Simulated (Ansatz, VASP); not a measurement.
**Two plane-wave programs on LiBi2I2O2**

```
Bi I O Li
1.0
     4.23282    0.00000    0.00000
     0.00000    4.23282    0.00000
     0.00000    0.00000    9.99994
Bi I O Li
2 2 2 1
Direct
  0.00000 0.50000 0.10818
  0.50000 0.00000 0.89182
  0.50000 0.00000 0.32250
  0.00000 0.50000 0.67750
  0.00000 0.00000 0.00000
  0.50000 0.50000 0.00000
  0.00000 0.00000 0.50000
```

Alike in both runs: task single point; functional PBE; dispersion D3(BJ); k mesh 6 × 6 × 3; occupations gaussian, width 0.05 eV; no spin polarisation.

```csv
,VASP,Ansatz
version,VASP 6.6.1,Ansatz 0.2.0
potentials or method,"VASP PAW PBE potentials, release 64 (Bi_d, I, O, Li_sv)",Ansatz PAW
plane-wave cutoff (eV),520,420
valence electrons in the cell,59,79
```

```csv
,VASP,Ansatz,Ansatz less VASP
gap on the k mesh at the Fermi level (eV),none,none,-
rms of the force components (eV/Å),0.024,0.015,-0.0083
```

Atom by atom the forces differ by 0.009 eV/Å (rms over components). A gap of «none» marks a metal or a gap that the smearing closes. VASP's potentials hold 59 valence electrons a cell and Ansatz's 79, so a difference there can come from the potentials and not from the codes.

Neither program's run includes spin-orbit coupling. Noted on VASP's run: the cutoff is under 1.25 times that of the potentials, so the pressure is a little rough.
